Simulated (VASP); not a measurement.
# BN (F-43m) in VASP: a series of runs, part 2 of 2

VASP 6.6.1. Earlier steps stand in the parts before.

## (4) Vibrations by perturbation theory, LDA

This run uses another cell than the first one, of 5.88 Å³/atom, 0.943 times its volume.

INCAR reads:

```
PREC = Accurate
ENCUT = 520
EDIFF = 1E-8
ISMEAR = 0
SIGMA = 0.01
LREAL = F
LASPH = T
NELM = 60
ALGO = Normal
ISIF = 2
LWAVE = F
LCHARG = F
GGA = CA
IBRION = 8
NSW = 1
LEPSILON = T
```

KPOINTS reads:

```
regular mesh
0
Gamma
  12 12 12
```

POSCAR reads:

```
BN
1.0
    0.0000000000      1.8053000000      1.8053000000
    1.8053000000      0.0000000000      1.8053000000
    1.8053000000      1.8053000000      0.0000000000
B N
1 1
Direct
    0.0000000000      0.0000000000      0.0000000000
    0.2500000000      0.2500000000      0.2500000000
```

Potentials or basis: VASP PAW LDA potentials, release 64 (B, N).

Launch:

```
> cat potpaw_LDA.64/B/POTCAR potpaw_LDA.64/N/POTCAR > POTCAR
> mpirun -np 1 vasp_std > vasp.out
```

OUTCAR:

```text
PREC = Accurate
   ENCUT = 520
   EDIFF = 1E-8
   ISMEAR = 0
   LREAL = F
   LASPH = T
   NELM = 60
   ISIF = 2
   GGA = CA
   IBRION = 8
   NSW = 1
   LEPSILON = T

 ion  position               nearest neighbor table
   1  0.000  0.000  0.000-   2 1.56   2 1.56   2 1.56   2 1.56
   2  0.250  0.250  0.250-   1 1.56   1 1.56   1 1.56   1 1.56

  LATTYP: Found a face centered cubic cell.
 ALAT       =     3.6106000000

  Lattice vectors:

 A1 = (   0.0000000000,   1.8053000000,   1.8053000000)
 A2 = (   1.8053000000,   0.0000000000,   1.8053000000)
 A3 = (   1.8053000000,   1.8053000000,   0.0000000000)

Analysis of symmetry for initial positions (statically):
=====================================================================
 Subroutine PRICEL returns:
 Original cell was already a primitive cell.

[... 562 lines left out ...]
  z    -0.00000    -0.00000     0.00000    -1.64962     0.00000     0.00000

 SECOND DERIVATIVES (NOT SYMMETRIZED)
 ------------------------------------
               1X          1Y          1Z          2X          2Y          2Z
  1X   -24.165867    0.000000    0.000000   24.165867    0.000000    0.000000
  1Y     0.000000  -24.165867    0.000000    0.000000   24.165867    0.000000
  1Z     0.000000    0.000000  -24.165867    0.000000    0.000000   24.165867
  2X    24.167457    0.000000    0.000000  -24.167457    0.000000    0.000000
  2Y     0.000000   24.167457    0.000000    0.000000  -24.167457    0.000000
  2Z     0.000000    0.000000   24.167457    0.000000    0.000000  -24.167457

 Eigenvectors and eigenvalues of the dynamical matrix
 ----------------------------------------------------

   1 f  =   31.115484 THz   195.504355 2PiTHz 1037.900843 cm-1   128.683246 meV
             X         Y         Z           dx          dy          dz
      0.000000  0.000000  0.000000     0.751177   -0.000000   -0.000000
      0.902650  0.902650  0.902650    -0.660101    0.000000   -0.000000
[... 21 lines left out ...]
   6 f/i=    0.000507 THz     0.003188 2PiTHz    0.016925 cm-1     0.002098 meV
             X         Y         Z           dx          dy          dz
      0.000000  0.000000  0.000000     0.056531   -0.338363   -0.563957
      0.902650  0.902650  0.902650     0.064331   -0.385048   -0.641769

--------------------------------------------------------------------------------------------------------

 MACROSCOPIC STATIC DIELECTRIC TENSOR IONIC CONTRIBUTION
 ------------------------------------------------------
           2.260070    -0.000000     0.000000
          -0.000000     2.260070    -0.000000
           0.000000    -0.000000     2.260070
 ------------------------------------------------------

 ELASTIC MODULI CONTR FROM IONIC RELAXATION (kBar)
 Direction    XX          YY          ZZ          XY          YZ          ZX
 --------------------------------------------------------------------------------
 XX          -0.0000      0.0000     -0.0000     -0.0000      0.0000      0.0000
 YY           0.0000     -0.0000      0.0000     -0.0000      0.0000     -0.0000
 ZZ          -0.0000      0.0000     -0.0000      0.0000      0.0000      0.0000
 XY          -0.0000     -0.0000      0.0000    -13.7001     -0.0000      0.0000
 YZ           0.0000      0.0000      0.0000     -0.0000    -13.7001      0.0000
 ZX           0.0000     -0.0000      0.0000      0.0000      0.0000    -13.7001
 --------------------------------------------------------------------------------

 PIEZOELECTRIC TENSOR IONIC CONTR  for field in x, y, z        (C/m^2)
          XX          YY          ZZ          XY          YZ          ZX
  --------------------------------------------------------------------------------
  x    -0.00000    -0.00000    -0.00000     0.00000     0.16558    -0.00000
  y    -0.00000     0.00000    -0.00000    -0.00000    -0.00000     0.16558
  z     0.00000     0.00000    -0.00000     0.16558     0.00000    -0.00000
```

OSZICAR:

```text
N       E                     dE             d eps       ncg     rms          rms(c)
DAV:   1     0.731642980175E+01    0.73164E+01   -0.52877E+03  1232   0.985E+02
DAV:   2    -0.204147184366E+02   -0.27731E+02   -0.26105E+02  1568   0.153E+02
DAV:   3    -0.205439801216E+02   -0.12926E+00   -0.12926E+00  1408   0.136E+01
DAV:   4    -0.205440911109E+02   -0.11099E-03   -0.11099E-03  1480   0.378E-01
[... 133 lines left out ...]
RMM:   7    -0.226664506654E+00    0.25113E-05    0.20046E-08  7467   0.499E-04    0.549E-05
RMM:   8    -0.226664688476E+00   -0.18182E-06   -0.26422E-09  7137   0.487E-05    0.227E-05
RMM:   9    -0.226664609771E+00    0.78706E-07   -0.49725E-09  7759   0.217E-05    0.940E-07
RMM:  10    -0.226664600310E+00    0.94610E-08   -0.61678E-10  5799   0.153E-06    0.448E-07
 Linear response finished
```

stdout:

```text
POSCAR found type information on POSCAR B N
 POSCAR found :  2 types and       2 ions
 scaLAPACK will be used
 LDA part: xc-table for (Slater(with rela. corr.)+CA(PZ))
 , standard interpolation
 POSCAR, INCAR and KPOINTS ok, starting setup
 FFT: planning ... GRIDC
 FFT: planning ... GRID_SOFT
 FFT: planning ... GRID
[... 24 lines left out ...]
 Linear response to external field, progress :
  Direction:   3
 dielectric tensor                  component  3 :     0.397     0.663     4.587
 Linear response DOF=           2
 Linear response progress:
 first order change of Fermi-energy  -0.14277E-04
 force on displaced ion       1 direction 1 : -24.166   0.000   0.000
 Born effective charge ion    1 direction 1 :   1.885   0.000   0.000
 Linear response progress:
 first order change of Fermi-energy   0.26983E-03
 force on displaced ion       2 direction 1 : -24.167  -0.000  -0.000
 Born effective charge ion    2 direction 1 :  -1.885   0.000   0.000
 Born effective charges drift removed
 Linear response finished
```

Run time: 70 s. Hardware: 1 thread of Intel Xeon 6975P-C (Granite Rapids), shared host; peak memory 0.17 GiB.

Results:

| Item | Value |
| --- | --- |
| Electronic dielectric tensor (diagonal) | 4.59 |
| Born charges (mean of the diagonal) | B +1.88; N -1.88 e |
| Highest phonon frequency at Γ, LO-TO splitting left out | 1038 cm⁻¹ |

Phonon frequencies in cm⁻¹ (negative: imaginary):
```
              q point           frequencies
(0.000, 0.000, 0.000)  0 0 0 1038 1038 1038
```

Electronic dielectric tensor:
```
4.59 0.00 0.00
0.00 4.59 0.00
0.00 0.00 4.59
```

Born effective charge tensors (e):
atom 1, B
```
1.88 0.00 0.00
0.00 1.88 0.00
0.00 0.00 1.88
```
atom 2, N
```
-1.88  0.00  0.00
 0.00 -1.88  0.00
 0.00  0.00 -1.88
```

Caveat: the cell wasn't relaxed at this level first, which shifts response properties.

## (5) Elastic constants, LDA

INCAR reads:

```
PREC = Accurate ; ENCUT = 600
EDIFF = 1E-8 ; ISMEAR = 0
SIGMA = 0.01 ; LREAL = False
LASPH = True ; NELM = 100
ALGO = Normal ; ISIF = 3
LWAVE = False ; LCHARG = True
GGA = CA ; IBRION = 6
NFREE = 2 ; POTIM = 0.015
NSW = 1
```

KPOINTS reads:

```
Automatic mesh
0
Gamma
  10 10 10
```

POSCAR reads:

```
BN
1.0
    0.0000000000      1.8410000000      1.8410000000
    1.8410000000      0.0000000000      1.8410000000
    1.8410000000      1.8410000000      0.0000000000
B N
1 1
Direct
    0.0000000000      0.0000000000      0.0000000000
    0.2500000000      0.2500000000      0.2500000000
```

Launch:

```
> cat potpaw_LDA.64/B/POTCAR potpaw_LDA.64/N/POTCAR > POTCAR
> mpirun -np 1 vasp_std > vasp.out
```

Wall time 84 s (1 thread of Intel Xeon 6975P-C (Granite Rapids), shared host); peak memory 0.19 GiB.

The run converged. Its results:

```
Elastic constants C11, C12, C44                         : 710, 127, 385 GPa
Voigt bulk modulus                                      : 322 GPa
Highest phonon frequency at Γ, LO-TO splitting left out : 964 cm⁻¹
```

Phonon frequencies in cm⁻¹ (negative: imaginary):
| q point | frequencies |
| --- | --- |
| (0.000, 0.000, 0.000) | 0 0 0 964 964 964 |

Elastic tensor in Voigt notation (GPa, in the Cartesian axes of the cell as first typed):
```
710 127 127   0   0   0
127 710 127   0   0   0
127 127 710   0   0   0
  0   0   0 385   0   0
  0   0   0   0 385   0
  0   0   0   0   0 385
```

Clamped-ion elastic tensor (GPa):
```
710 127 127   0   0   0
127 710 127   0   0   0
127 127 710   0   0   0
  0   0   0 385   0   0
  0   0   0   0 385   0
  0   0   0   0   0 385
```

Caveat: the cell is under stress, which shifts elastic constants.
